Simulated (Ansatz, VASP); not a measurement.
This is a calculation of LiCl for VASP 6.6.1.

The input INCAR:

```
SYSTEM = LiCl
PREC     = Accurate       ! precision mode
ENCUT    = 600            ! plane-wave cutoff, eV
EDIFF    = 1E-6           ! SCF threshold, eV
ISMEAR   = -1             ! smearing method
SIGMA    = 0.05           ! smearing width, eV
LREAL    = .False.        ! projectors in reciprocal space
LASPH    = .True.         ! aspherical terms in the spheres
NELM     = 100            ! most SCF steps
ALGO     = Normal         ! electronic algorithm
ISIF     = 3              ! what is computed and relaxed
LWAVE    = .False.        ! write WAVECAR
LCHARG   = .False.        ! write CHGCAR
GGA      = PE             ! functional
IVDW     = 12             ! dispersion correction
IBRION   = 2              ! ionic algorithm
NSW      = 80             ! ionic steps
EDIFFG   = -0.005         ! ionic threshold
```

File KPOINTS:

```
regular mesh
0
Gamma
  9 9 9
  0 0 0
```

File POSCAR:

```
LiCl
1.0
    0.0000000000      2.5647700000      2.5647700000
    2.5647700000      0.0000000000      2.5647700000
    2.5647700000      2.5647700000      0.0000000000
Cl Li
1 1
Direct
    0.5000000000      0.5000000000      0.5000000000
    0.0000000000      0.0000000000      0.0000000000
```

Potentials or basis: VASP PAW PBE potentials, release 64 (Cl, Li_sv).

Command:

```console
$ cat potpaw_PBE.64/Cl/POTCAR potpaw_PBE.64/Li_sv/POTCAR > POTCAR
$ mpirun -np 1 vasp_std > vasp.out
```

Question: Set up the same calculation for Ansatz 0.2.0. Potentials there: all-electron LAPW, scalar-relativistic.

Answer: As run (the cutoff follows the program's own potentials):

File input.yaml:

```yaml
crystal:
  lattice:
    - [0.0, 2.56477, 2.56477]
    - [2.56477, 0.0, 2.56477]
    - [2.56477, 2.56477, 0.0]
  atoms:
    - { symbol: Cl, position: [0.5, 0.5, 0.5] }
    - { symbol: Li, position: [0.0, 0.0, 0.0] }
kpoints:
  mp_grid: { grid: [9, 9, 9] }
scf:
  occupations: { method: fermi_dirac, width: 0.05 }
hamiltonian:
  xc: pbe
  dispersion: d3bj
  pseudopotentials: { kind: all_electron, lapw: { basis_error: 0.001 } }
output:
  forces: true
  stress: true
relax:
  f_tol: 0.005
  max_steps: 60
  cell: {}
```

Potentials or basis: all-electron LAPW, scalar-relativistic.

The run is started by

```bash
$ ansatz run input.yaml --threads 1 --pin off --max-ram 3072MiB --backend cpu --events-out ev --progress --plain --runs-dir out
```

Both were run:

|  | VASP | Ansatz | Ansatz less VASP |
| --- | --- | --- | --- |
| relaxed volume (Å³/atom) | 15.91 | 15.97 | +0.059 |
| relaxed cell length with the largest relative difference (Å) | 3.557 | 3.561 | +0.0044 |

Ansatz ran all-electron here, and VASP with PAW potentials.

Noted on VASP's run: the cutoff is short for stress, so the pressure is rough.
